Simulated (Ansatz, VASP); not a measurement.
Cu3O2 in VASP and in Ansatz

```
Cu O
1.0
    -1.94499    2.02438    3.63045
     1.94499   -2.02438    3.63045
     1.94499    2.02438   -3.63045
Cu O
3 2
Cartesian
  1.9450 0.0000 1.8152
  0.0000 2.0244 1.8152
  0.0000 0.0000 0.0000
  1.9450 0.0000 0.0000
  0.0000 2.0244 0.0000
```

Change from the starting cell: strain -0.0200 x Voigt [1, -1, 0, 0, 0, 0], atoms carried along.

Alike in both runs: task single point; functional PBEsol; k mesh 16 × 16 × 16; occupations gaussian, width 0.15 eV; no spin polarisation.

```csv
,VASP,Ansatz
version,VASP 6.6.1,Ansatz 0.2.0
potentials or method,"VASP PAW PBE potentials, release 64 (Cu, O), cutoff 520 eV","scalar-relativistic, plane waves, PAW"
valence electrons in the cell,45,69
```

Ansatz gave:

* gap on the k mesh at the Fermi level (eV): none
* pressure (GPa): 0.2
* traceless stress, the component that is largest in VASP (GPa): -1.64
* rms of the force components (eV/Å): 0.073

Q: Estimate VASP's values.

A: gap on the k mesh at the Fermi level (eV): none; pressure (GPa): 1.1; traceless stress, the component that is largest in VASP (GPa): -2.13; rms of the force components (eV/Å): 0.074.

VASP's potentials were made for PBE, not for PBEsol. Atom by atom the forces differ by 0.000 eV/Å (rms over components). A gap of «none» marks a metal or a gap that the smearing closes. The functional is the same, so the differences come from potentials, cutoffs and numerics. VASP's potentials hold 45 valence electrons a cell and Ansatz's 69, so a difference there can come from the potentials and not from the codes.
